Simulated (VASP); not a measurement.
Here is a VASP 6.6.1 calculation.

INCAR

```
SYSTEM = FeCo3
PREC     = Accurate       ! precision mode
ENCUT    = 520            ! plane-wave cutoff, eV
EDIFF    = 1E-6           ! SCF threshold, eV
ISMEAR   = 0              ! smearing method
SIGMA    = 0.2            ! smearing width, eV
LREAL    = .FALSE.        ! projectors in reciprocal space
LASPH    = .TRUE.         ! aspherical terms in the spheres
NELM     = 150            ! most SCF steps
ALGO     = Normal         ! electronic algorithm
ISIF     = 2              ! what is computed and relaxed
LWAVE    = .FALSE.        ! write WAVECAR
LCHARG   = .TRUE.         ! write CHGCAR
ISPIN    = 2              ! spin polarisation
MAGMOM   = 2.85 1.83 1.83 1.83 ! initial moments
LORBIT   = 11             ! projections on sites
LMAXMIX  = 4              ! l up to which the mixer works
GGA      = PS             ! functional
LELF     = .TRUE.         ! ELF
LVHAR    = .TRUE.       
NBANDS   = 30             ! bands
```

The input KPOINTS:

```
regular mesh
0
G
  6 6 6
  0 0 0
```

POSCAR

```
FeCo3
1.0
    3.5357026200      0.0000000000      0.0000000000
    0.0000000000      3.5357026200      0.0000000000
    0.0000000000      0.0000000000      3.5357026200
Fe Co
1 3
Direct
    0.0000000000      0.0000000000      0.0000000000
    0.5000000000      0.5000000000      0.0000000000
    0.5000000000      0.0000000000      0.5000000000
    0.0000000000      0.5000000000      0.5000000000
```

Potentials or basis: VASP PAW PBE potentials, release 64 (Fe, Co).

Run with:

```console
$ cat potpaw_PBE.64/Fe/POTCAR potpaw_PBE.64/Co/POTCAR > POTCAR
$ mpirun -np 1 vasp_std > vasp.out
```

Problem. Predict the net moment.

Solution. 7.40 μB per cell.

Problem. What does it give for the site moments?

Solution. Fe +2.58; Co +1.61 μB.

Problem. Predict the pressure.

Solution. -8.5 GPa.

Caveat: the cell stands under tension; the PAW data sets were made with another functional, which shifts forces and pressure a little.
